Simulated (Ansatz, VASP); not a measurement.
# Li2S: VASP beside Ansatz

```
CELL_PARAMETERS angstrom
0.00000 2.84504 2.84504
2.84504 0.00000 2.84504
2.84504 2.84504 0.00000
ATOMIC_POSITIONS crystal
Li 0.25000 0.25000 0.25000
Li 0.75000 0.75000 0.75000
S 0.00000 0.00000 0.00000
```

Alike in both runs: functional r2SCAN; k mesh 8 × 8 × 8; occupations gaussian, width 0.02 eV; no spin polarisation.

Ansatz relaxed the structure, and its values are those at the end. VASP's run is a single point on that final structure, the one shown.

|  | VASP | Ansatz |
| --- | --- | --- |
| version | VASP 6.6.1 | Ansatz 0.2.0 |
| potentials or method | VASP PAW PBE potentials, release 64 (Li_sv, S) | scalar-relativistic, plane waves, PAW |
| plane-wave cutoff (eV) | 830 | 500 |
| valence electrons in the cell | 12 | 12 |

Ansatz gave:

* gap on the k mesh at the Fermi level (eV): 3.87
* least direct gap on the mesh (eV): 4.96
* pressure (GPa): 0.0

**Question.** Which values does VASP return?

**Answer.** gap on the k mesh at the Fermi level (eV): 3.85; least direct gap on the mesh (eV): 5.05; pressure (GPa): -0.3.

VASP's potentials were made for PBE, not for r2SCAN. The functional is the same, so the differences come from potentials, cutoffs and numerics.
